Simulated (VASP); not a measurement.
Set up this calculation in VASP 6.6.1, as the native input.

```yaml
Task: single point
Functional: PBEsol
Potentials_or_basis: VASP PAW PBE potentials, release 64 (Zn)
Cutoff: 520 eV
k_mesh: 11 × 11 × 11
Occupations: fermi-dirac, width 0.1 eV
Spin: no spin polarisation
Dipole_correction: no
Further_INCAR_settings: ALGO = Normal; EDIFF = 1e-06; NBANDS = 19
```

The structure of Zn lies in POSCAR:

```
Zn
1.0
    0.0000000000      2.7490999124      2.7490999124
    2.7490999124      0.0000000000      2.7490999124
    2.7490999124      2.7490999124      0.0000000000
Zn
2
Direct
    0.1250000000      0.1250000000      0.1250000000
    0.8750000000      0.8750000000      0.8750000000
```

This cell differs from its parent crystal: volume scaled by 0.92.

These files were run (other wordings do the same):

INCAR

```
SYSTEM = Zn
  ALGO = Normal
  EDIFF = 1E-6
  ENCUT = 520
  GGA = PS
  ISIF = 2
  ISMEAR = -1
  LASPH = .TRUE.
  LCHARG = .TRUE.
  LELF = .TRUE.
  LREAL = .FALSE.
  LVHAR = .TRUE.
  LWAVE = .FALSE.
  NBANDS = 19
  NELM = 80
  PREC = Accurate
  SIGMA = 0.1
```

KPOINTS

```
k-points
0
G
  11 11 11
  0 0 0
```

Potentials or basis: VASP PAW PBE potentials, release 64 (Zn).

Command:

```bash
$ cat potpaw_PBE.64/Zn/POTCAR > POTCAR
$ mpirun -np 1 vasp_std > vasp.out
```

It gave:

```json
{"Pressure": "4.1 GPa", "Band gap on the k mesh": "zero (band 12 reaches 6.85 eV, above the bottom of band 13 at -0.14 eV)"}
```

Caveat: the PAW data sets were made with another functional, which shifts forces and pressure a little.

It took 42 s on 1 thread of AMD EPYC 7R43 64-Core Processor (Zen 3) (shared host), peak memory 0.15 GiB.
